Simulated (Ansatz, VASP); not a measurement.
## Na: VASP beside Ansatz

```
CELL_PARAMETERS angstrom
7.11930 0.85599 0.85599
0.85599 7.11930 0.85599
0.85599 0.85599 7.11930
ATOMIC_POSITIONS crystal
Na 0.00000 0.00000 0.00000
```

Alike in both runs: task single point; functional PBEsol; k mesh 8 × 8 × 8; occupations gaussian, width 0.15 eV; no spin polarisation.

```csv
,VASP,Ansatz
version,VASP 6.6.1,Ansatz 0.2.0
potentials or method,"VASP PAW PBE potentials, release 64 (Na_pv), cutoff 520 eV","scalar-relativistic, plane waves, PAW"
valence electrons in the cell,7,9
```

```tsv
	VASP	Ansatz	Ansatz less VASP
gap on the k mesh at the Fermi level (eV)	none	none	-
pressure (GPa)	-0.1	-0.1	0.00
```

VASP's potentials were made for PBE, not for PBEsol. A gap of «none» marks a metal or a gap that the smearing closes. VASP's potentials hold 7 valence electrons a cell and Ansatz's 9, so a difference there can come from the potentials and not from the codes.
